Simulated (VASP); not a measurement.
Input of a VASP 6.6.1 run:

Contents of INCAR:

```
SYSTEM = Ti
PREC = Accurate
ENCUT = 520
EDIFF = 1E-7
ISMEAR = 0
SIGMA = 0.15
LREAL = .FALSE.
LASPH = .TRUE.
NELM = 100
ALGO = Normal
ISIF = 2
LWAVE = .FALSE.
LCHARG = .TRUE.
GGA = PS
LELF = .TRUE.
LVHAR = .TRUE.
NBANDS = 12
```

File KPOINTS:

```
Automatic mesh
0
G
  22 22 22
  0 0 0
```

POSCAR

```
Ti
1.0
   -1.6669210723      1.6669210723      1.6669210723
    1.6669210723     -1.6669210723      1.6669210723
    1.6669210723      1.6669210723     -1.6669210723
Ti
1
Direct
    0.0000000000      0.0000000000      0.0000000000
```

Potentials or basis: VASP PAW PBE potentials, release 64 (Ti_sv).

Command:

```bash
$ cat potpaw_PBE.64/Ti_sv/POTCAR > POTCAR
$ mpirun -np 1 vasp_std > vasp.out
```

Question: What does it give for the band gap on the k mesh?

Answer: Zero (bands 6 and 7 overlap by 1.51 eV).

Question: Predict the pressure.

Answer: -10.6 GPa.

Caveat: the cell stands under tension; the PAW data sets were made with another functional, which shifts forces and pressure a little.
